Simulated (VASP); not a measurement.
Write the native input for VASP 6.6.1 that does the following.

- Task: single point
- Functional: LDA
- Potentials or basis: VASP PAW LDA potentials, release 64 (Be)
- Cutoff: 520 eV
- k mesh: 13 × 13 × 8
- Occupations: gaussian, width 0.05 eV
- Spin: no spin polarisation
- Dipole correction: no
- Further INCAR settings: ALGO = Normal; EDIFF = 1e-07; NBANDS = 9

The structure of Be lies in POSCAR:

```
Be
1.0
    2.2853000000      0.0000000000      0.0000000000
   -1.1426500000      1.9791278553      0.0000000000
    0.0000000000      0.0000000000      3.5842000000
Be
2
Direct
    0.6666666667      0.3333333333      0.7500000000
    0.3333333333      0.6666666667      0.2500000000
```

These files were run (other wordings do the same):

INCAR

```
  PREC = Accurate
  ENCUT = 520
  EDIFF = 1E-7
  ISMEAR = 0
  SIGMA = 0.05
  LREAL = False
  LASPH = True
  NELM = 60
  ALGO = Normal
  ISIF = 2
  LWAVE = False
  LCHARG = False
  NBANDS = 9
```

KPOINTS

```
Automatic mesh
0
Gamma
  13 13 8
```

Potentials or basis: VASP PAW LDA potentials, release 64 (Be).

Run with:

```console
$ cat potpaw_LDA.64/Be/POTCAR > POTCAR
$ mpirun -np 1 vasp_std > vasp.out
```

Results of the run:

```yaml
Pressure: -7.9 GPa
Band_gap_on_the_k_mesh: zero (bands 2 and 3 overlap by 1.59 eV)
```

Caveat: the cell stands under tension.

It took 6.2 s on 1 thread of Intel(R) Xeon(R) Platinum 8488C (Sapphire Rapids), on a shared host, peak memory 0.12 GiB.
